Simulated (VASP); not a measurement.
Here is a VASP 6.6.1 calculation.

INCAR

```
PREC = Accurate
ENCUT = 520
EDIFF = 1E-6
ISMEAR = 0
SIGMA = 0.2
LREAL = F
LASPH = T
NELM = 80
ALGO = Normal
ISIF = 2
LWAVE = F
LCHARG = F
GGA = PE
NBANDS = 46
```

Contents of KPOINTS:

```
Automatic mesh
0
Gamma
  6 6 2
```

POSCAR

```
Si3IrRu
1.0
    3.7398575381      0.0000000000      0.0000000000
   -1.8699287690      3.2388116345      0.0000000000
    0.0000000000      0.0000000000     12.5947953747
Si Ru Ir
6 2 2
Direct
    0.6666666667      0.3333333333      0.4429874483
    0.6666666667      0.3333333333      0.0553395185
    1.0000000000      0.0000000000      0.2488262219
    0.3333333333      0.6666666667      0.5553395185
    0.3333333333      0.6666666667      0.9429874483
    0.0000000000      0.0000000000      0.7488262219
    0.3333333333      0.6666666667      0.3618213045
    0.6666666667      0.3333333333      0.8618213045
    0.3333333333      0.6666666667      0.1410255069
    0.6666666667      0.3333333333      0.6410255069
```

Potentials or basis: VASP PAW PBE potentials, release 64 (Si, Ru_pv, Ir).

Command:

```bash
$ cat potpaw_PBE.64/Si/POTCAR potpaw_PBE.64/Ru_pv/POTCAR potpaw_PBE.64/Ir/POTCAR > POTCAR
$ mpirun -np 1 vasp_std > vasp.out
```

(1) What does it give for the pressure?

(2) Estimate the largest force.

(3) Predict the band gap on the k mesh.

Results:

(1) 0.0 GPa.

(2) 0.047 eV/Å.

(3) zero (band 35 reaches 10.97 eV, above the bottom of band 36 at 8.54 eV).

Caveat: spin-orbit coupling is left out, which moves the levels of the heavy elements.
